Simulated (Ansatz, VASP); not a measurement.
# One calculation of MgO, two programs

```xyz
12
Lattice="5.5231 0.0000 0.0000 0.0000 5.5231 0.0000 0.0000 0.0000 5.5231" Properties=species:S:1:pos:R:3 pbc="T T T"
Mg    1.3808   -0.0425    2.7615
Mg    0.0000    2.8040    1.3808
Mg    2.7615    4.1423    0.0000
Mg    4.1423   -0.0425    2.7615
Mg    0.0000    2.8040    4.1423
Mg    2.7615    1.3808    0.0000
O     1.3808    2.8752    0.0000
O     2.7615   -0.1136    1.3808
O     0.0000    4.1423    2.7615
O     4.1423    2.8752    0.0000
O     2.7615   -0.1136    4.1423
O     0.0000    1.3808    2.7615
```

Change from the starting cell: mode 14 frozen in at -0.072 Å and mode 24 at +0.058 Å (largest displacements).

Alike in both runs: task single point; functional LDA; k mesh 4 × 4 × 4; occupations gaussian, width 0.05 eV; no spin polarisation.

|  | VASP | Ansatz |
| --- | --- | --- |
| version | VASP 6.6.1 | Ansatz 0.2.0 |
| potentials or method | VASP PAW LDA potentials, release 64 (Mg, O), cutoff 520 eV | scalar-relativistic, plane waves, PAW |
| valence electrons in the cell | 48 | 96 |

Ansatz gave:

| Quantity | Value |
| --- | --- |
| gap on the k mesh at the Fermi level (eV) | 2.82 |
| least direct gap on the mesh (eV) | 2.82 |
| pressure (GPa) | 0.5 |
| traceless stress, the component that is largest in VASP (GPa) | -0.10 |
| rms of the force components (eV/Å) | 0.464 |

Q: Which values does VASP return?

A: gap on the k mesh at the Fermi level (eV): 2.81; least direct gap on the mesh (eV): 2.81; pressure (GPa): -0.1; traceless stress, the component that is largest in VASP (GPa): -0.09; rms of the force components (eV/Å): 0.476.

Ansatz warns that its potentials were made for another functional, while VASP's fit it. LDA's correlation is that of Perdew and Zunger in VASP and of Perdew and Wang (1992) in Ansatz. Atom by atom the forces differ by 0.013 eV/Å (rms over components). VASP's potentials hold 48 valence electrons a cell and Ansatz's 96, so a difference there can come from the potentials and not from the codes.
